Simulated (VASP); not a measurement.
Here is a VASP 6.6.1 calculation.

Contents of INCAR:

```
PREC     = Accurate       # precision mode
ENCUT    = 520            # plane-wave cutoff, eV
EDIFF    = 1E-6           # SCF threshold, eV
ISMEAR   = 0              # smearing method
SIGMA    = 0.1            # smearing width, eV
LREAL    = F              # projectors in reciprocal space
LASPH    = T              # aspherical terms in the spheres
NELM     = 80             # most SCF steps
ALGO     = Fast           # electronic algorithm
ISIF     = 2              # what is computed and relaxed
LWAVE    = F              # write WAVECAR
LCHARG   = F              # write CHGCAR
GGA      = PE             # functional
NBANDS   = 17             # bands
```

KPOINTS

```
Automatic mesh
0
Gamma
  12 12 8
```

Contents of POSCAR:

```
Ca
1.0
    3.9038435357      0.0000000000      0.0000000000
   -1.9519217678      3.3808276743      0.0000000000
    0.0000000000      0.0000000000      6.4105604979
Ca
2
Direct
    0.3333333333      0.6666666667      0.2500000000
    0.6666666667      0.3333333333      0.7500000000
```

Potentials or basis: VASP PAW PBE potentials, release 64 (Ca_sv).

Launch:

```bash
$ cat potpaw_PBE.64/Ca_sv/POTCAR > POTCAR
$ mpirun -np 1 vasp_std > vasp.out
```

Q: Estimate the pressure.

A: 0.0 GPa.

Q: What does it give for the band gap on the k mesh?

A: Zero (band 10 reaches 2.27 eV, above the bottom of band 11 at 1.76 eV).
